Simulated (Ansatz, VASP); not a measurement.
**Two plane-wave programs on Pt**

File POSCAR:

```
Pt
1.0
    0.0000000000      1.9705765473      1.9705765473
    1.9705765473      0.0000000000      1.9705765473
    1.9705765473      1.9705765473      0.0000000000
Pt
1
Direct
    0.0000000000      0.0000000000      0.0000000000
```

The input INCAR.step1:

```
SYSTEM = Pt
PREC = Accurate
ENCUT = 520
ISMEAR = 1
SIGMA = 0.1
LREAL = .FALSE.
LASPH = .TRUE.
NELM = 80
NBANDS = 11
GGA = PE
ALGO = Normal
EDIFF = 1E-4
LWAVE = .TRUE.
LCHARG = .FALSE.
```

File INCAR.step2:

```
SYSTEM = Pt
PREC = Accurate
ENCUT = 520
EDIFF = 1E-7
ISMEAR = 1
SIGMA = 0.1
LREAL = .FALSE.
LASPH = .TRUE.
NELM = 80
ALGO = Normal
ISIF = 2
LWAVE = .FALSE.
LCHARG = .FALSE.
METAGGA = R2SCAN
LMIXTAU = .TRUE.
NBANDS = 11
ISTART = 1
```

File KPOINTS:

```
regular mesh
0
G
  14 14 14
  0 0 0
```

Input for Ansatz:

```yaml
crystal:
  lattice:
    - [0.0, 1.9705765473, 1.9705765473]
    - [1.9705765473, 0.0, 1.9705765473]
    - [1.9705765473, 1.9705765473, 0.0]
  atoms:
    - { symbol: Pt, position: [0.0, 0.0, 0.0] }
hamiltonian:
  xc: r2scan
  pseudopotentials:
    kind: paw
    azcp:
      Pt: "pseudopotentials/Pt.paw.azcp"
basis:
  ecutwfc: 500
  fft_grid_basis: typed
kpoints:
  mp_grid: { grid: [14, 14, 14], shift: [0, 0, 0] }
magnetization:
  spin_polarized: false
scf:
  occupations: { method: methfessel_paxton, width: 0.1 }
  lower_state_search: "off"
output:
  stress: true
```

Alike in both runs: task single point; functional r2SCAN; k mesh 14 × 14 × 14; occupations methfessel-paxton of order 1, width 0.1 eV; no spin polarisation.

```csv
,VASP,Ansatz
version,VASP 6.6.1,Ansatz 0.2.0
potentials or method,"VASP PAW PBE potentials, release 64 (Pt), cutoff 520 eV","plane waves (500 eV) with PAW, scalar-relativistic"
valence electrons in the cell,10,18
```

|  | VASP | Ansatz | Ansatz less VASP |
| --- | --- | --- | --- |
| pressure (GPa) | 0.2 | -0.5 | -0.69 |

VASP's potentials were made for PBE, not for r2SCAN. VASP's potentials hold 10 valence electrons a cell and Ansatz's 18, so a difference there can come from the potentials and not from the codes.

Neither program's run includes spin-orbit coupling.
